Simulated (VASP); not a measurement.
Set up this calculation in VASP 6.6.1, as the native input.

* Task: single point
* Functional: PBE
* Dispersion: D3(BJ)
* Potentials or basis: VASP PAW PBE potentials, release 64 (As_d)
* Cutoff: 510 eV
* k mesh: 6 × 6 × 4
* Occupations: gaussian, width 0.1 eV
* Spin: no spin polarisation
* Dipole correction: no
* Further INCAR settings: ALGO = Normal; EDIFF = 1e-06; NBANDS = 38

The structure of As lies in POSCAR:

```
As
1.0
    1.8259429100     -5.6934005800      0.0000000000
    1.8259429100      5.6934005800      0.0000000000
    0.0000000000      0.0000000000      4.7398728700
As
4
Direct
    0.1045582800      0.8954417200      0.0735437500
    0.8954417200      0.1045582800      0.9264562500
    0.3954417200      0.6045582800      0.5735437500
    0.6045582800      0.3954417200      0.4264562500
```

The input as run:

INCAR

```
SYSTEM = As
PREC = Accurate
ENCUT = 510
EDIFF = 1E-6
ISMEAR = 0
SIGMA = 0.1
LREAL = .FALSE.
LASPH = .TRUE.
NELM = 120
ALGO = Normal
ISIF = 2
LWAVE = .FALSE.
LCHARG = .FALSE.
GGA = PE
IVDW = 12
NBANDS = 38
GGA_COMPAT = .FALSE.
```

KPOINTS

```
Automatic mesh
0
G
  6 6 4
  0 0 0
```

Potentials or basis: VASP PAW PBE potentials, release 64 (As_d).

The run is started by

```bash
$ cat potpaw_PBE.64/As_d/POTCAR > POTCAR
$ mpirun -np 1 vasp_std > vasp.out
```

It gave:

The pressure is -0.6 GPa and the largest force is 0.329 eV/Å. The dispersion energy per atom is -0.364 eV.

Wall time 3 min on 1 thread of Intel(R) Xeon(R) Platinum 8259CL CPU @ 2.50GHz (Skylake/Cascade Lake), with other jobs on the host, peak memory 0.32 GiB.
